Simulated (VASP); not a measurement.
A run of VASP 6.6.1 is set up as follows.

Contents of INCAR:

```
  ALGO = Normal
  EDIFF = 1E-6
  ENCUT = 520
  GGA = CA
  ISIF = 2
  ISMEAR = -1
  LASPH = T
  LCHARG = F
  LREAL = F
  LWAVE = F
  NBANDS = 36
  NELM = 100
  PREC = Accurate
  SIGMA = 0.05
```

File KPOINTS:

```
k-points
0
Gamma
  9 9 9
```

The input POSCAR:

```
NbRu3
1.0
    3.9576000000      0.0000000000      0.0000000000
    0.0000000000      3.9576000000      0.0000000000
    0.0000000000      0.0000000000      3.8800000000
Nb Ru
1 3
Direct
    0.0000000000      0.0000000000      0.0000000000
    0.0000000000      0.5000000000      0.5000000000
    0.5000000000      0.0000000000      0.5000000000
    0.5000000000      0.5000000000      0.0000000000
```

Potentials or basis: VASP PAW LDA potentials, release 64 (Nb_sv, Ru_pv).

Launch:

```sh
$ cat potpaw_LDA.64/Nb_sv/POTCAR potpaw_LDA.64/Ru_pv/POTCAR > POTCAR
$ mpirun -np 1 vasp_std > vasp.out
```

Task: Predict the pressure.

Result: -20.3 GPa.

Task: Predict the band gap on the k mesh.

Result: Zero (an odd number of electrons rules out a gap without spin polarisation).

Stress tensor (GPa, compression positive):
```
-21.22   0.00   0.00
  0.00 -21.22   0.00
  0.00   0.00 -18.47
```

Caveat: the cell differs from its parent crystal (equal xx and yy strain of +2 %); the cell stands under tension.
